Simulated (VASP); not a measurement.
A run of VASP 6.6.1 is set up as follows.

The input INCAR:

```
PREC     = Accurate       # precision mode
ENCUT    = 520            # plane-wave cutoff, eV
EDIFF    = 1E-6           # SCF threshold, eV
ISMEAR   = 0              # smearing method
SIGMA    = 0.1            # smearing width, eV
LREAL    = F              # projectors in reciprocal space
LASPH    = T              # aspherical terms in the spheres
NELM     = 80             # most SCF steps
ALGO     = Fast           # electronic algorithm
ISIF     = 2              # what is computed and relaxed
LWAVE    = F              # write WAVECAR
LCHARG   = F              # write CHGCAR
GGA      = PE             # functional
NBANDS   = 36             # bands
```

The input KPOINTS:

```
regular mesh
0
Gamma
  12 12 8
```

Contents of POSCAR:

```
Zr2B
1.0
    1.6052221151     -7.1779131267      0.0000000000
    1.6052221151      7.1779131267      0.0000000000
    0.0000000000      0.0000000000      4.4922878622
Zr B
4 2
Direct
    0.5644849217      0.4355150783      0.7500000000
    0.4355150783      0.5644849217      0.2500000000
    0.3055358452      0.6944641548      0.7500000000
    0.6944641548      0.3055358452      0.2500000000
    0.9303536050      0.0696463950      0.7500000000
    0.0696463950      0.9303536050      0.2500000000
```

Potentials or basis: VASP PAW PBE potentials, release 64 (Zr_sv, B).

The run is started by

```console
$ cat potpaw_PBE.64/Zr_sv/POTCAR potpaw_PBE.64/B/POTCAR > POTCAR
$ mpirun -np 1 vasp_std > vasp.out
```

Problem. Predict the largest force.

Solution. 0.008 eV/Å.

Problem. Predict the pressure.

Solution. 0.1 GPa.

Forces in eV/Å, atoms in the order of the input:
```
Zr   0.000  0.003  0.000
Zr   0.000 -0.003  0.000
Zr   0.000  0.008  0.000
Zr   0.000 -0.008  0.000
B    0.000 -0.001  0.000
B    0.000  0.001  0.000
```
